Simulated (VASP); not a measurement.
# C (P1) in VASP: single point with PBE+D3(BJ)

Aim: the single point of C with PBE+D3(BJ).

All numbers are computed with VASP 6.6.1; they aren't measurements. Logs are shortened: lines on timing, memory, paths and dates and some standing lists are left out, and cuts for length are marked.

## (1) The cell of the first run

The typed cell holds 16 atoms: a = 5.049 Å, b = 5.049 Å, c = 5.049 Å, α = 60.00°, β = 60.00°, γ = 60.00°.

## (2) Single point, PBE+D3(BJ)

File INCAR:

```
  ALGO = Normal
  EDIFF = 1E-6
  ENCUT = 520
  GGA = PE
  ISIF = 2
  ISMEAR = -1
  IVDW = 12
  LASPH = True
  LCHARG = False
  LREAL = Auto
  LWAVE = False
  NBANDS = 46
  NELM = 100
  PREC = Accurate
  SIGMA = 0.24
```

File KPOINTS:

```
k-points
0
Gamma
  4 4 4
```

File POSCAR:

```
C
1.0
    0.0000000000      3.5700000000      3.5700000000
    3.5700000000      0.0000000000      3.5700000000
    3.5700000000      3.5700000000      0.0000000000
C
16
Direct
    0.0147759104      0.1404061625     -0.1314425770
    0.1242156863      0.2445518207      0.0124789916
    0.0048319328      0.1093977591      0.3912745098
    0.1111904762      0.2365406162      0.5111904762
    0.0279271709      0.5907282913     -0.1340056022
    0.1501120448      0.7550420168     -0.0301120448
   -0.0009663866      0.6116386555      0.3914705882
    0.1574089636      0.7500700280      0.4764565826
    0.5498599440      0.0364145658     -0.0948179272
    0.6238375350      0.1971708683      0.0295238095
    0.5173809524      0.0838515406      0.3669047619
    0.6341176471      0.1973389356      0.5330532213
    0.5154621849      0.5768347339     -0.1219327731
    0.6005322129      0.7222408964      0.0305042017
    0.5317507003      0.5555042017      0.3975770308
    0.6533333333      0.7143417367      0.4957983193
```

Potentials or basis: VASP PAW PBE potentials, release 64 (C).

Command:

```bash
$ cat potpaw_PBE.64/C/POTCAR > POTCAR
$ mpirun -np 1 vasp_std > vasp.out
```

OUTCAR:

```text
EDIFF = 1E-6
   ENCUT = 520
   GGA = PE
   ISIF = 2
   ISMEAR = -1
   IVDW = 12
   LASPH = True
   LREAL = Auto
   NELM = 100
   PREC = Accurate
 IVDW          = 12

 ion  position               nearest neighbor table
   1  0.015  0.140  0.869-   2 1.48   4 1.49   6 1.59  10 1.64
   2  0.124  0.245  0.012-   5 1.43   1 1.48   3 1.56   9 1.78
   3  0.005  0.109  0.391-   4 1.46   8 1.49  12 1.54   2 1.56
   4  0.111  0.237  0.511-   3 1.46   1 1.49   7 1.55  11 1.68
   5  0.028  0.591  0.866-   2 1.43   8 1.61   6 1.62  14 1.76
   6  0.150  0.755  0.970-  13 1.53   1 1.59   5 1.62   7 1.74
[... 8 lines left out ...]
  15  0.532  0.556  0.398-  12 1.48  14 1.53  16 1.57   8 1.57
  16  0.653  0.714  0.496-   7 1.43  11 1.53  15 1.57  13 1.58

  LATTYP: Found a face centered cubic cell.
 ALAT       =     7.1400000000

  Lattice vectors:

 A1 = (   0.0000000000,   3.5700000000,   3.5700000000)
 A2 = (   3.5700000000,   0.0000000000,   3.5700000000)
 A3 = (   3.5700000000,   3.5700000000,   0.0000000000)

Analysis of symmetry for initial positions (statically):
=====================================================================
 Subroutine PRICEL returns:
 Original cell was already a primitive cell.

 Routine SETGRP: Setting up the symmetry group for a
 face centered cubic supercell.

 Subroutine GETGRP returns: Found  1 space group operations
 (whereof  1 operations were pure point group operations)
 out of a pool of 48 trial point group operations.

The static configuration has the point symmetry C_1 .

Analysis of symmetry for dynamics (positions and initial velocities):
=====================================================================
 Subroutine PRICEL returns:
 Original cell was already a primitive cell.

 Routine SETGRP: Setting up the symmetry group for a
 face centered cubic supercell.

 Subroutine GETGRP returns: Found  1 space group operations
 (whereof  1 operations were pure point group operations)
 out of a pool of 48 trial point group operations.

The dynamic configuration has the point symmetry C_1 .

 Subroutine INISYM returns: Found  1 space group operations
 (whereof  1 operations are pure point group operations),
 and found     1 'primitive' translations

----------------------------------------------------------------------------------------

                                     Primitive cell

  volume of cell :      90.9986

  direct lattice vectors                    reciprocal lattice vectors
     0.000000000  3.570000000  3.570000000    -0.140056022  0.140056022  0.140056022
     3.570000000  0.000000000  3.570000000     0.140056022 -0.140056022  0.140056022
     3.570000000  3.570000000  0.000000000     0.140056022  0.140056022 -0.140056022

  length of vectors
     5.048742418  5.048742418  5.048742418     0.242584147  0.242584147  0.242584147

  position of ions in fractional coordinates (direct lattice)
     0.014775910  0.140406162  0.868557423
     0.124215686  0.244551821  0.012478992
     0.004831933  0.109397759  0.391274510
     0.111190476  0.236540616  0.511190476
     0.027927171  0.590728291  0.865994398
     0.150112045  0.755042017  0.969887955
[... 8 lines left out ...]
     0.531750700  0.555504202  0.397577031
     0.653333333  0.714341737  0.495798319

  ion indices of the primitive-cell ions
   primitive index   ion index
                 1           1
                 2           2
                 3           3
                 4           4
                 5           5
                 6           6
[... 8 lines left out ...]
                15          15
                16          16

----------------------------------------------------------------------------------------

 KPOINTS: k-points

Automatic generation of k-mesh.
 Grid dimensions read from file:
 generate k-points for:    4    4    4

 Generating k-lattice:

  Cartesian coordinates                     Fractional coordinates (reciprocal lattice)
    -0.035014006  0.035014006  0.035014006     0.250000000  0.000000000  0.000000000
     0.035014006 -0.035014006  0.035014006     0.000000000  0.250000000  0.000000000
     0.035014006  0.035014006 -0.035014006     0.000000000  0.000000000  0.250000000

  Length of vectors
     0.060646037  0.060646037  0.060646037

  Shift w.r.t. Gamma in fractional coordinates (k-lattice)
     0.000000000  0.000000000  0.000000000

 Subroutine IBZKPT returns following result:
 ===========================================

 Found     36 irreducible k-points:

 Following reciprocal coordinates:
            Coordinates               Weight
  0.000000  0.000000  0.000000      1.000000
  0.250000  0.000000  0.000000      2.000000
  0.000000  0.250000  0.000000      2.000000
  0.000000  0.000000  0.250000      2.000000
  0.250000  0.250000  0.250000      2.000000
  0.500000  0.000000  0.000000      1.000000
[... 16 lines left out ...]
  0.250000  0.500000  0.500000      2.000000
  0.500000  0.000000  0.250000      2.000000
 [... further k-points ...]
   k-points           NKPTS =     36   k-points in BZ     NKDIM =     36   number of bands    NBANDS=     46
   number of dos      NEDOS =    301   number of ions     NIONS =     16
   total plane-waves  NPLWV =  64000
   dimension x,y,z NGX =    40 NGY =   40 NGZ =   40
   dimension x,y,z NGXF=    80 NGYF=   80 NGZF=   80
   ions per type =              16
   NGX,Y,Z   is equivalent  to a cutoff of  13.17, 13.17, 13.17 a.u.
   NGXF,Y,Z  is equivalent  to a cutoff of  26.34, 26.34, 26.34 a.u.
 SYSTEM =  unknown system
   PREC   = accura    normal or accurate (medium, high low for compatibility)
   ISTART =      0    job   : 0-new  1-cont  2-samecut
   ICHARG =      2    charge: 1-file 2-atom 10-const
   ISPIN  =      1    spin polarized calculation?
   LNONCOLLINEAR =      F non collinear calculations
   LSORBIT =      F    spin-orbit coupling
   LASPH  =      T    aspherical Exc in radial PAW
   ENCUT  =  520.0 eV  38.22 Ry    6.18 a.u.   9.39  9.39  9.39*2*pi/ulx,y,z
   NELM   =    100;   NELMIN=  2; NELMDL= -5     # of ELM steps
   EDIFF  = 0.1E-05   stopping-criterion for ELM
   LREAL  =      T    real-space projection
   EDIFFG = 0.1E-04   stopping-criterion for IOM
   NSW    =      0    number of steps for IOM
   IBRION =     -1    ionic relax: 0-MD 1-quasi-New 2-CG
   NFREE  =      0    steps in history (QN), initial steepest desc. (CG)
   ISIF   =      2    stress and relaxation
   ISYM   =      2    0-nonsym 1-usesym 2-fastsym
   POTIM  = 0.5000    time-step for ionic-motion
   TEBEG  =    0.0;   TEEND  =   0.0 temperature during run
   PSTRESS=    0.0 pullay stress
   NELECT =      64.0000    total number of electrons
   NUPDOWN=      -1.0000    fix difference up-down
   EMIN   =  10.00;   EMAX   =-10.00  energy-range for DOS
   EFERMI =   0.00;   METHOD = LEGACY
   ISMEAR =    -1;   SIGMA  =   0.24  broadening in eV -4-tet -1-fermi 0-gaus
   EFERMI_NEDOS =   21; number of points for ismear=-14 and -15
   IALGO  =     38    algorithm
   IMIX   =      4    mixing-type and parameters
     AMIX     =   0.40;   BMIX     =  1.00
     AMIX_MAG =   1.60;   BMIX_MAG =  1.00
  volume/ion in A,a.u.               =       5.69        38.38
  Fermi-wavevector in a.u.,A,eV,Ry     =   1.455872  2.751200 28.838420  2.119564
  Thomas-Fermi vector in A             =   2.572856
   LORBIT       =      0    0 simple, 1 ext, 2 COOP (PROOUT), +10 PAW based schemes
   GGA     = PE    functional components
   LHFCALC =     F    Hartree Fock is set to
   AEXX    =    0.0000 exact exchange contribution
   IVDW    =    12    specifies the selected vdW correction
   LEPSILON=     F    determine dielectric tensor
   LRPA    =     F    only Hartree local field effects (RPA)
 non-spin polarized calculation
  energy-cutoff  :      520.00
  volume of cell :       91.00
 maximum number of plane-waves:      2468
 NGX is ok and might be reduce to    40
   NGX = 19   NGY = 19   NGZ = 19

 number of electron      64.0000001 magnetization

 Free energy of the ion-electron system (eV)
  ---------------------------------------------------
  ext. energy  EPLUGINS =         0.00000000
  ---------------------------------------------------
  free energy    TOTEN  =      -139.62995585 eV

  energy without entropy =     -139.61905611  energy(sigma->0) =     -139.62450598

 E-fermi :  11.7078     XC(G=0): -13.2523

 val. band max:       11.2758649050   @ k =   0.0000   0.0000   0.0000
 cond. band min:      12.2692278449   @ k =   0.0000   0.0000   0.0000
 fundamental gap:      0.9933629399
 Fermi energy:        11.7077780437

 k-point     1 :       0.0000    0.0000    0.0000
  band No.  band energies     occupation
      1     -11.8879      2.00000
      2      -6.6579      2.00000
      3      -6.2940      2.00000
      4      -6.2032      2.00000
      5      -5.8879      2.00000
      6      -4.5356      2.00000
[... 36 lines left out ...]
     43      17.1074      0.00000
     44      17.5741      0.00000

 k-point     2 :       0.2500    0.0000    0.0000
  band No.  band energies     occupation
      1     -11.4690      2.00000
      2      -8.2186      2.00000
      3      -6.4230      2.00000
      4      -6.2900      2.00000
      5      -6.0446      2.00000
      6      -5.1663      2.00000
[... 36 lines left out ...]
     43      17.4151      0.00000
     44      17.6667      0.00000

 k-point     3 :       0.0000    0.2500    0.0000
  band No.  band energies     occupation
      1     -11.4676      2.00000
      2      -8.1774      2.00000
      3      -6.6232      2.00000
      4      -6.3565      2.00000
      5      -6.0772      2.00000
      6      -5.2229      2.00000
[... 36 lines left out ...]
     43      17.4552      0.00000
     44      17.6297      0.00000

 k-point     4 :       0.0000    0.0000    0.2500
  band No.  band energies     occupation
      1     -11.4652      2.00000
      2      -8.2138      2.00000
      3      -6.6100      2.00000
      4      -6.3597      2.00000
      5      -5.9554      2.00000
      6      -5.1162      2.00000
[... 882 lines left out ...]
     43      18.3401      0.00000
     44      18.6358      0.00000

 k-point    23 :       0.2500    0.5000    0.5000
  band No.  band energies     occupation
      1     -10.3697      2.00000
      2      -9.2428      2.00000
      3      -8.1526      2.00000
      4      -7.1702      2.00000
      5      -6.8800      2.00000
      6      -5.3487      2.00000
[... 36 lines left out ...]
     43      18.5184      0.00000
     44      19.1755      0.00000

 k-point    24 :       0.5000    0.0000    0.2500
  band No.  band energies     occupation
      1     -10.3899      2.00000
      2      -9.2235      2.00000
      3      -8.1249      2.00000
      4      -7.0724      2.00000
      5      -6.9725      2.00000
      6      -5.2278      2.00000
[... 36 lines left out ...]
     43      18.3786      0.00000
     44      18.9306      0.00000

 [... further k-points ...]

 [bands above 44 left out]

------------------------ aborting loop because EDIFF is reached ----------------------------------------

 Edisp (eV)   -3.05220

 E8    (eV) :    -0.8788

  FORCE on cell =-STRESS in cart. coord.  units (eV):
  Direction    XX          YY          ZZ          XY          YZ          ZX
  --------------------------------------------------------------------------------------
  -------------------------------------------------------------------------------------
  Total       4.01164     4.40354     3.96343    -1.43736    -0.92937    -0.45580
  in kB      70.63148    77.53149    69.78263   -25.30703   -16.36310    -8.02501
  external pressure =       72.65 kB  Pullay stress =        0.00 kB

 VOLUME and BASIS-vectors are now :
 -----------------------------------------------------------------------------
  energy-cutoff  :      520.00
  volume of cell :       91.00
      direct lattice vectors                 reciprocal lattice vectors
     0.000000000  3.570000000  3.570000000    -0.140056022  0.140056022  0.140056022
     3.570000000  0.000000000  3.570000000     0.140056022 -0.140056022  0.140056022
     3.570000000  3.570000000  0.000000000     0.140056022  0.140056022 -0.140056022

 POSITION                                       TOTAL-FORCE (eV/Angst)
 -----------------------------------------------------------------------------------
      3.60200      3.15350      0.55400        -2.943210      1.388604     -5.528903
      0.91760      0.48800      1.31650        -1.910276      1.415691     -0.078265
      1.78740      1.41410      0.40780        -1.794333     -1.461075     -0.189242
      2.66940      2.22190      1.24140         0.270723      1.987122      4.377453
      5.20050      3.19130      2.20860         4.275704     -1.180802      3.281262
      6.15800      3.99840      3.23140         0.324254      1.313683     -4.501695
[... 8 lines left out ...]
      3.40250      3.31770      3.88150         3.214946     -3.692996      2.256295
      4.32020      4.10240      4.88260         1.580098     -0.380014     -2.788566
 -----------------------------------------------------------------------------------
    total drift:                               -0.001029     -0.020027      0.007758

  FREE ENERGIE OF THE ION-ELECTRON SYSTEM (eV)
  ---------------------------------------------------
  free  energy   TOTEN  =      -142.6821578770 eV

  energy  without entropy=     -142.6712581360  energy(sigma->0) =     -142.67670801
```

Wall time 3 min (1 thread of Intel Xeon 6975P-C (Granite Rapids), shared host); peak memory 0.28 GiB.

Results:

```yaml
Free_energy: -142.6822 eV
Pressure: 7.3 GPa
Largest_force: 11.227 eV/Å
Band_gap_on_the_k_mesh: 0.99 eV
Dispersion_energy_per_atom: -0.191 eV
```

Forces in eV/Å, atoms in the order of the input:
```
C   -2.943  1.389 -5.529
C   -1.910  1.416 -0.078
C   -1.794 -1.461 -0.189
C    0.271  1.987  4.377
C    4.276 -1.181  3.281
C    0.324  1.314 -4.502
C   -4.317 -0.117  4.389
C   -0.140  2.451 -6.920
C    6.485 -8.103  3.932
C   -1.853 -1.402  5.743
C    5.157  3.175 -2.490
C   -2.522 -0.628  0.122
C    3.186 -1.000  0.836
C   -9.014  6.232 -2.440
C    3.215 -3.693  2.256
C    1.580 -0.380 -2.789
```

Levels at points of the mesh, in eV from the valence-band top:
| k point | band 29 | band 30 | band 31 | band 32 | band 33 | band 34 | band 35 | band 36 |
| --- | --- | --- | --- | --- | --- | --- | --- | --- |
| (0.00, 0.00, 0.00) | -3.02 | -2.13 | -0.95 | 0.00 | 0.99 | 2.26 | 2.38 | 2.70 |
| (0.50, 0.00, 0.00) | -4.49 | -3.32 | -3.15 | -2.21 | 3.15 | 3.33 | 3.59 | 3.80 |
| (0.00, 0.50, 0.00) | -4.36 | -2.83 | -2.28 | -2.07 | 3.10 | 3.39 | 3.64 | 4.13 |
| (0.00, 0.00, 0.50) | -3.79 | -3.65 | -3.33 | -1.49 | 2.05 | 3.33 | 3.86 | 3.96 |
| (0.50, 0.50, 0.50) | -4.42 | -2.91 | -2.79 | -1.58 | 2.14 | 2.89 | 3.58 | 4.16 |
| (0.50, 0.50, 0.00) | -4.68 | -4.29 | -3.32 | -3.14 | 1.76 | 2.40 | 4.11 | 5.45 |
| (0.00, 0.50, 0.50) | -4.74 | -4.09 | -3.82 | -3.47 | 2.33 | 2.49 | 5.04 | 5.17 |
| (0.50, 0.00, 0.50) | -4.75 | -4.21 | -3.64 | -3.59 | 2.39 | 2.50 | 4.46 | 5.35 |

Caveat: the cell stands under pressure; forces of over 1 eV/Å act on the atoms, so gaps and moduli don't describe the material at rest.
